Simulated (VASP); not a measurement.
Input of a VASP 6.6.1 run:

INCAR

```
ALGO = Normal
EDIFF = 1E-6
ENCUT = 520
GGA = CA
ISIF = 2
ISMEAR = -1
LASPH = True
LCHARG = False
LREAL = False
LWAVE = False
NBANDS = 19
NELM = 80
PREC = Accurate
SIGMA = 0.05
```

File KPOINTS:

```
k-points
0
Gamma
  11 11 6
```

Contents of POSCAR:

```
Zn
1.0
    2.6876826345      0.0000000000      0.0000000000
   -1.3438413173      2.3276014388      0.0000000000
    0.0000000000      0.0000000000      4.9988883757
Zn
2
Direct
    0.6666666667      0.3333333333      0.7500000000
    0.3333333333      0.6666666667      0.2500000000
```

Potentials or basis: VASP PAW LDA potentials, release 64 (Zn).

Launch:

```bash
$ cat potpaw_LDA.64/Zn/POTCAR > POTCAR
$ mpirun -np 1 vasp_std > vasp.out
```

**Question.** Predict the band gap on the k mesh.

**Answer.** Zero (band 12 reaches 4.38 eV, above the bottom of band 13 at -0.46 eV).

**Question.** Predict the pressure.

**Answer.** -9.7 GPa.

Stress tensor (GPa, compression positive):
```
-10.31   0.00   0.00
  0.00 -10.31   0.00
  0.00   0.00  -8.40
```
